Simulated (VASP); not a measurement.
Write the native input for VASP 6.6.1 that does the following.

- Task: single point
- Functional: PBEsol
- Potentials or basis: VASP PAW PBE potentials, release 64 (Mg, O)
- Cutoff: 520 eV
- k mesh: 9 × 9 × 4
- Occupations: gaussian, width 0.05 eV
- Spin: no spin polarisation
- Dipole correction: no
- Further INCAR settings: ALGO = Normal; EDIFF = 1e-06; NBANDS = 26

The structure of MgO lies in POSCAR:

```
MgO
1.0
    3.2553371795      0.0000000000      0.0000000000
   -1.6276685897      2.8192046953      0.0000000000
    0.0000000000      0.0000000000     10.4149514991
Mg O
4 4
Direct
    0.3333333333      0.6666666667      0.9695963559
    0.0000000000      0.0000000000      0.2209473890
    0.0000000000      0.0000000000      0.7209473890
    0.6666666667      0.3333333333      0.4695963559
    0.3333333333      0.6666666667      0.7799156657
   -0.1597376773      0.0000000000      0.4920926037
    0.0000000000      0.0000000000      0.0295387694
    0.6666666667      0.3333333333      0.2799156657
```

This cell differs from its parent crystal: atom 6 (O) moved by -0.520 Å along [1 0 0] and -0.390 Å along [0 0 1].

The input as run:

INCAR

```
  PREC = Accurate
  ENCUT = 520
  EDIFF = 1E-6
  ISMEAR = 0
  SIGMA = 0.05
  LREAL = F
  LASPH = T
  NELM = 80
  ALGO = Normal
  ISIF = 2
  LWAVE = F
  LCHARG = F
  GGA = PS
  NBANDS = 26
```

KPOINTS

```
Automatic mesh
0
Gamma
  9 9 4
```

Potentials or basis: VASP PAW PBE potentials, release 64 (Mg, O).

Run with:

```bash
$ cat potpaw_PBE.64/Mg/POTCAR potpaw_PBE.64/O/POTCAR > POTCAR
$ mpirun -np 1 vasp_std > vasp.out
```

It gave:

```json
{
  "Pressure": "12.6 GPa",
  "Largest force": "18.811 eV/Å",
  "Band gap on the k mesh": "2.00 eV, direct"
}
```

Caveat: the cell differs from its parent crystal (atom 6 (O) moved by -0.520 Å along [1 0 0] and -0.390 Å along [0 0 1]); the PAW data sets were made with another functional, which shifts forces and pressure a little.

Wall time 3.3 min on 1 thread of Intel(R) Xeon(R) Platinum 8488C (Sapphire Rapids) (shared host), peak memory 0.42 GiB.
